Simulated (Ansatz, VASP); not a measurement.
# Two plane-wave programs on Ge3P4

```xyz
14
Lattice="-4.1780 4.1780 4.1780 4.1780 -4.1780 4.1780 4.1780 4.1780 -4.1780" Properties=species:S:1:pos:R:3 pbc="T T T"
Ge    3.1335    4.1780   -2.0890
Ge   -2.0890    3.1335    4.1780
Ge    1.0445    4.1780    2.0890
Ge    2.0890    1.0445    4.1780
Ge    4.1780   -2.0890    3.1335
Ge    4.1780    2.0890    1.0445
P     2.0017    2.0017    2.0017
P    -0.0873    0.0873    4.2654
P    -2.0017    2.1764    2.0017
P     4.2654   -0.0873    0.0873
P     2.0017   -2.0017    2.1764
P     4.0907    4.0907    4.0907
P     2.1764    2.0017   -2.0017
P     0.0873    4.2654   -0.0873
```

Alike in both runs: functional PBE; k mesh 6 × 6 × 6; occupations gaussian, width 0.01 eV; no spin polarisation.

Ansatz relaxed the structure, and its values are those at the end. VASP's run is a single point on that final structure, the one shown.

```csv
,VASP,Ansatz
version,VASP 6.6.1,Ansatz 0.2.0
potentials or method,"VASP PAW PBE potentials, release 64 (Ge_d, P), cutoff 520 eV","scalar-relativistic, plane waves, PAW"
valence electrons in the cell,124,124
```

|  | VASP | Ansatz | Ansatz less VASP |
| --- | --- | --- | --- |
| pressure (GPa) | -0.1 | 0.0 | +0.15 |
